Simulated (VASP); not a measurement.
A run of VASP 6.6.1 is set up as follows.

Contents of INCAR:

```
SYSTEM = RbSi6
PREC = Accurate
ENCUT = 520
EDIFF = 1E-6
ISMEAR = 0
SIGMA = 0.1
LREAL = .False.
LASPH = .True.
NELM = 80
ALGO = Normal
ISIF = 2
LWAVE = .False.
LCHARG = .True.
GGA = PE
LELF = .True.
LVHAR = .True.
NBANDS = 26
```

The input KPOINTS:

```
Automatic mesh
0
Gamma
  4 4 4
  0 0 0
```

The input POSCAR:

```
RbSi6
1.0
   -3.1395541100      3.1395541100      3.1395541100
    3.1395541100     -3.1395541100      3.1395541100
    3.1395541100      3.1395541100     -3.1395541100
Rb Si
1 6
Direct
    0.0000000000      0.0000000000      0.0000000000
    0.7500000000      0.2500000000      0.5000000000
    0.2500000000      0.7500000000      0.5000000000
    0.5000000000      0.2500000000      0.7500000000
    0.7500000000      0.5000000000      0.2500000000
    0.5000000000      0.7500000000      0.2500000000
    0.2500000000      0.5000000000      0.7500000000
```

Potentials or basis: VASP PAW PBE potentials, release 64 (Rb_sv, Si).

The run is started by

```sh
$ cat potpaw_PBE.64/Rb_sv/POTCAR potpaw_PBE.64/Si/POTCAR > POTCAR
$ mpirun -np 1 vasp_std > vasp.out
```

Question: Predict the pressure.

Answer: 26.4 GPa.
